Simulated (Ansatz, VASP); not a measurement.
One calculation of BeWN4, two programs

```
CELL_PARAMETERS angstrom
-2.56984 2.56984 3.96056
2.56984 -2.56984 3.96056
2.56984 2.56984 -3.96056
ATOMIC_POSITIONS crystal
Be 0.75000 0.25000 0.50000
Be 0.00000 0.00000 0.00000
W 0.25000 0.75000 0.50000
W 0.50000 0.50000 0.00000
N 0.55278 0.50224 0.41747
N 0.25224 0.33476 0.44945
N 0.08476 0.13531 0.58253
N 0.88531 0.80278 0.55055
N 0.19722 0.74776 0.08253
N 0.49776 0.91524 0.05055
N 0.66524 0.11469 0.91747
N 0.86469 0.44722 0.94945
```

Alike in both runs: task relaxation of cell and atoms; functional PBE; k mesh 10 × 10 × 10; occupations gaussian, width 0.1 eV; no spin polarisation.

|  | VASP | Ansatz |
| --- | --- | --- |
| version | VASP 6.6.1 | Ansatz 0.2.0 |
| potentials or method | VASP PAW PBE potentials, release 64 (Be, W_sv, N), cutoff 600 eV | scalar-relativistic, plane waves, PAW |
| valence electrons in the cell | 72 | 72 |

|  | VASP | Ansatz | Ansatz less VASP |
| --- | --- | --- | --- |
| gap on the k mesh at the Fermi level, each at its own relaxed structure (eV) | none | none | - |
| relaxed volume (Å³/atom) | 8.73 | 8.71 | -0.020 |
| relaxed cell length with the largest relative difference (Å) | 5.377 | 5.373 | -0.0045 |

A gap of «none» marks a metal or a gap that the smearing closes.

Spin-orbit coupling is off throughout.
